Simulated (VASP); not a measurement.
Here is a VASP 6.6.1 calculation.

INCAR

```
PREC     = Accurate       # precision mode
ENCUT    = 500            # plane-wave cutoff, eV
EDIFF    = 1E-7           # SCF threshold, eV
ISMEAR   = 0              # smearing method
SIGMA    = 0.01           # smearing width, eV
LREAL    = F              # projectors in reciprocal space
LASPH    = T              # aspherical terms in the spheres
NELM     = 120            # most SCF steps
ALGO     = Normal         # electronic algorithm
ISIF     = 3              # what is computed and relaxed
LWAVE    = F              # write WAVECAR
LCHARG   = F              # write CHGCAR
GGA      = PE             # functional
IBRION   = 2              # ionic algorithm
NSW      = 80             # ionic steps
EDIFFG   = -0.02          # ionic threshold
GGA_COMPAT= F            
NELMIN   = 4
```

KPOINTS

```
Automatic mesh
0
Gamma
  2 6 6
```

The input POSCAR:

```
GeSe
1.0
   10.7900000000      0.0000000000      0.0000000000
    0.0000000000      3.8200000000      0.0000000000
    0.0000000000      0.0000000000      4.3800000000
Ge Se
4 4
Direct
    0.1210000000      0.7500000000      0.8940000000
    0.6210000000      0.7500000000      0.6060000000
    0.3790000000      0.2500000000      0.3940000000
    0.8790000000      0.2500000000      0.1060000000
    0.8520000000      0.7500000000      0.4970000000
    0.3520000000      0.7500000000      0.0030000000
    0.6480000000      0.2500000000      0.9970000000
    0.1480000000      0.2500000000      0.5030000000
```

Potentials or basis: VASP PAW PBE potentials, release 64 (Ge_d, Se).

Command:

```bash
$ cat potpaw_PBE.64/Ge_d/POTCAR potpaw_PBE.64/Se/POTCAR > POTCAR
$ mpirun -np 1 vasp_std > vasp.out
```

Question: What does it give for the band gap on the k mesh?

Answer: 0.87 eV (least direct gap 0.89 eV).

Question: What does it give for the relaxed cell?

Answer: a = 11.198 Å, b = 3.881 Å, c = 4.532 Å, α = 90.00°, β = 90.00°, γ = 90.00°.

Question: Predict the relaxed volume.

Answer: 24.62 Å³/atom.

Question: Predict the space group after relaxing (to 0.1 Å).

Answer: Pnma (No. 62).

Stress tensor (GPa, compression positive):
```
 0.00  0.00  0.00
 0.00  0.01  0.00
 0.00  0.00 -0.07
```

A k mesh can miss the band edges. Zero-point motion and thermal expansion aren't in these numbers.
